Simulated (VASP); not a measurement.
# In2As2F: single point with PBE+D3(BJ)

Slab: In2As2F, a slab with vacuum.

```xyz
5
Lattice="4.3221 0.0000 0.0000 -2.1610 3.7430 0.0000 0.0000 0.0000 21.7387" Properties=species:S:1:pos:R:3 pbc="T T T"
As    0.0000    0.0000    4.0000
As    0.0000    2.4953    7.7327
In    0.0000    2.4953    4.8822
In    2.1610    1.2477    8.4387
F     1.6808    2.9112   10.9387
```

```json
{
  "Program": "VASP 6.6.1",
  "Task": "single point",
  "Functional": "PBE",
  "Dispersion": "D3(BJ)",
  "Potentials or basis": "VASP PAW PBE potentials, release 64 (As, In_d, F)",
  "Cutoff": "520 eV",
  "k mesh": "6 × 6 × 1",
  "Occupations": "gaussian, width 0.1 eV",
  "Spin": "no spin polarisation",
  "Dipole correction": "yes",
  "Further INCAR settings": "ALGO = Normal; EDIFF = 1e-06; NBANDS = 30"
}
```

```
Largest force              : 1.612 eV/Å
Dispersion energy per atom : -0.178 eV
```

Forces on the atoms (eV/Å):
```
As  -0.002  0.003  0.013
As  -0.036  0.004 -0.455
In   0.002 -0.001  0.397
In  -0.035  0.373  1.568
F    0.071 -0.379 -1.523
```

Levels at points of the mesh, in eV from the Fermi level:
```
           k point  band 19  band 20  band 21  band 22  band 23  band 24  band 25  band 26
(0.00, 0.00, 0.00)    -0.10    -0.06     0.25     0.26     0.88     1.35     4.03     4.78
(0.50, 0.00, 0.00)    -0.62    -0.27    -0.15    -0.14     1.81     2.49     3.01     4.08
(0.00, 0.50, 0.00)    -0.67    -0.26    -0.14    -0.12     1.92     2.46     2.97     4.01
(0.50, 0.50, 0.00)    -0.60    -0.35    -0.15    -0.11     1.84     2.47     3.08     4.03
```

It took 3 min on 1 thread of Intel(R) Xeon(R) 6975P-C (Granite Rapids), with other jobs on the host, peak memory 0.52 GiB.

Caveat: spin-orbit coupling is left out, which moves the levels of the heavy elements; an odd number of electrons without spin polarisation forces a metal; a magnetic or distorted state may lie lower.
